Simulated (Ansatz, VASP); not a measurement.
**Two plane-wave programs on Ga**

The input INCAR:

```
SYSTEM = Ga
ALGO = Fast
EDIFF = 1E-7
ENCUT = 520
GGA = PE
ISIF = 2
ISMEAR = -1
LASPH = .TRUE.
LCHARG = .FALSE.
LREAL = .FALSE.
LWAVE = .FALSE.
NBANDS = 34
NELM = 80
PREC = Accurate
SIGMA = 0.05
```

The input KPOINTS:

```
k-points
0
G
  7 7 6
  0 0 0
```

Contents of POSCAR:

```
Ga
1.0
    3.7653697915     -2.2951847555      0.0000000000
    3.7653697915      2.2951847555      0.0000000000
    0.0000000000      0.0000000000      4.4275944830
Ga
4
Direct
    0.6655504900      0.0096853900      0.2500000000
    0.0096853900      0.6655504900      0.7500000000
    0.3344495100      0.9903146100      0.7500000000
    0.9903146100      0.3344495100      0.2500000000
```

Contents of input.yaml:

```yaml
crystal:
  lattice:
    - [3.7653697915, -2.2951847555, 0.0]
    - [3.7653697915, 2.2951847555, 0.0]
    - [0.0, 0.0, 4.427594483]
  atoms:
    - { symbol: Ga, position: [0.66555049, 0.00968539, 0.25] }
    - { symbol: Ga, position: [0.00968539, 0.66555049, 0.75] }
    - { symbol: Ga, position: [0.33444951, 0.99031461, 0.75] }
    - { symbol: Ga, position: [0.99031461, 0.33444951, 0.25] }
hamiltonian:
  xc: pbe
  pseudopotentials: { kind: paw }
kpoints:
  mp_grid: { grid: [7, 7, 6] }
scf:
  occupations: { method: fermi_dirac, width: 0.05 }
output:
  forces: true
  stress: true
  eigenvalues: true
```

Alike in both runs: task single point; functional PBE; k mesh 7 × 7 × 6; occupations fermi-dirac, width 0.05 eV; no spin polarisation.

```csv
,VASP,Ansatz
version,VASP 6.6.1,Ansatz 0.2.0
potentials or method,"VASP PAW PBE potentials, release 64 (Ga_d)",Ansatz PAW
plane-wave cutoff (eV),520,420
valence electrons in the cell,52,52
```

|  | VASP | Ansatz | Ansatz less VASP |
| --- | --- | --- | --- |
| gap on the k mesh at the Fermi level (eV) | none | none | - |
| pressure (GPa) | 6.2 | 6.1 | -0.14 |
| traceless stress, the component that is largest in VASP (GPa) | 0.87 | 0.86 | -0.004 |
| rms of the force components (eV/Å) | 0.047 | 0.046 | -0.0014 |

Atom by atom the forces differ by 0.003 eV/Å (rms over components). A gap of «none» marks a metal or a gap that the smearing closes.
